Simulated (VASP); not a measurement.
Write the native input for VASP 6.6.1 that does the following.

| Property | Result |
| --- | --- |
| Task | single point |
| Functional | PBE |
| Potentials or basis | VASP PAW PBE potentials, release 64 (Pt) |
| Cutoff | 500 eV |
| k mesh | 12 × 12 × 12 |
| Occupations | fermi-dirac, width 0.05 eV |
| Spin | no spin polarisation |
| Dipole correction | no |
| Further INCAR settings | ALGO = Normal; EDIFF = 1e-06; NBANDS = 11 |

The structure of Pt lies in POSCAR:

```
Pt
1.0
   -1.5735873306      1.5735873306      1.5735873306
    1.5735873306     -1.5735873306      1.5735873306
    1.5735873306      1.5735873306     -1.5735873306
Pt
1
Direct
    0.0000000000      0.0000000000      0.0000000000
```

One way to write it, as run:

INCAR

```
SYSTEM = Pt
PREC = Accurate ; ENCUT = 500
EDIFF = 1E-6 ; ISMEAR = -1
SIGMA = 0.05 ; LREAL = .FALSE.
LASPH = .TRUE. ; NELM = 120
ALGO = Normal ; ISIF = 2
LWAVE = .FALSE. ; LCHARG = .FALSE.
GGA = PE ; NBANDS = 11
GGA_COMPAT = .FALSE.
```

KPOINTS

```
regular mesh
0
G
  12 12 12
  0 0 0
```

Potentials or basis: VASP PAW PBE potentials, release 64 (Pt).

Command:

```bash
$ cat potpaw_PBE.64/Pt/POTCAR > POTCAR
$ mpirun -np 1 vasp_std > vasp.out
```

Results of the run:

| Quantity | Value |
| --- | --- |
| Pressure | 3.2 GPa |
| Band gap on the k mesh | zero (band 5 reaches 11.48 eV, above the bottom of band 6 at 9.27 eV) |

Caveat: spin-orbit coupling is left out, which moves the levels of the heavy elements.

It took 8.5 s on 1 thread of AMD EPYC 9R45 (Zen 5) (shared host), peak memory 0.1 GiB.
